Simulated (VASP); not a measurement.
Write the native input for VASP 6.6.1 that does the following.

```
Task                   : single point
Functional             : BLYP
Potentials or basis    : VASP PAW PBE potentials, release 64 (Re)
Cutoff                 : 520 eV
k mesh                 : 13 × 13 × 7
Occupations            : fermi-dirac, width 0.1 eV
Spin                   : no spin polarisation
Dipole correction      : no
Further INCAR settings : ALGO = Normal; EDIFF = 1e-07; NBANDS = 14
```

The structure of Re lies in POSCAR:

```
Re
1.0
    2.8150812201      0.0000000000      0.0000000000
   -1.4075406101      2.4379318503      0.0000000000
    0.0000000000      0.0000000000      4.5258909785
Re
2
Direct
    0.3333333333      0.6666666667      0.2500000000
    0.6666666667      0.3333333333      0.7500000000
```

One way to write it, as run:

INCAR

```
SYSTEM = Re
PREC     = Accurate       ! precision mode
ENCUT    = 520            ! plane-wave cutoff, eV
EDIFF    = 1E-7           ! SCF threshold, eV
ISMEAR   = -1             ! smearing method
SIGMA    = 0.1            ! smearing width, eV
LREAL    = .FALSE.        ! projectors in reciprocal space
LASPH    = .TRUE.         ! aspherical terms in the spheres
NELM     = 60             ! most SCF steps
ALGO     = Normal         ! electronic algorithm
ISIF     = 2              ! what is computed and relaxed
LWAVE    = .FALSE.        ! write WAVECAR
LCHARG   = .FALSE.        ! write CHGCAR
GGA      = B5             ! functional
ALDAX    = 1.0          
AGGAX    = 1.0          
AGGAC    = 1.0          
ALDAC    = 0.0          
NBANDS   = 14             ! bands
```

KPOINTS

```
Automatic mesh
0
G
  13 13 7
  0 0 0
```

Potentials or basis: VASP PAW PBE potentials, release 64 (Re).

Run with:

```console
$ cat potpaw_PBE.64/Re/POTCAR > POTCAR
$ mpirun -np 1 vasp_std > vasp.out
```

Results of the run:

```
Pressure               : 1.8 GPa
Band gap on the k mesh : zero (bands 7 and 8 overlap by 2.79 eV)
```

Caveat: the PAW data sets were made with another functional, which shifts forces and pressure a little; spin-orbit coupling is left out, which moves the levels of the heavy elements.

It took 19 s on 1 thread of Intel(R) Xeon(R) 6975P-C (Granite Rapids), with other jobs on the host, peak memory 0.17 GiB.
